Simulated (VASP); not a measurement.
Here is a VASP 6.6.1 calculation.

Contents of INCAR:

```
ALGO = Normal ; EDIFF = 1E-6
ENCUT = 500 ; GGA = PE
GGA_COMPAT = False ; ISIF = 2
ISMEAR = 0 ; LASPH = True
LCHARG = True ; LELF = True
LREAL = False ; LVHAR = True
LWAVE = False ; NBANDS = 17
NELM = 120 ; PREC = Accurate
SIGMA = 0.01
```

Contents of KPOINTS:

```
k-points
0
Gamma
  4 4 4
```

Contents of POSCAR:

```
TlCl
1.0
    3.7936346894      0.0000000000      0.0000000000
    0.0000000000      3.7936346894      0.0000000000
    0.0000000000      0.0000000000      3.7936346894
Tl Cl
1 1
Direct
    0.0000000000      0.0000000000      0.0000000000
    0.5000000000      0.5000000000      0.5000000000
```

Potentials or basis: VASP PAW PBE potentials, release 64 (Tl_d, Cl).

Run with:

```bash
$ cat potpaw_PBE.64/Tl_d/POTCAR potpaw_PBE.64/Cl/POTCAR > POTCAR
$ mpirun -np 1 vasp_std > vasp.out
```

(1) What does it give for the pressure?

(2) Estimate the band gap on the k mesh.

## Answers

(1) 2.3 GPa.

(2) 1.99 eV, direct.

Caveat: spin-orbit coupling is left out, which moves the levels of the heavy elements.
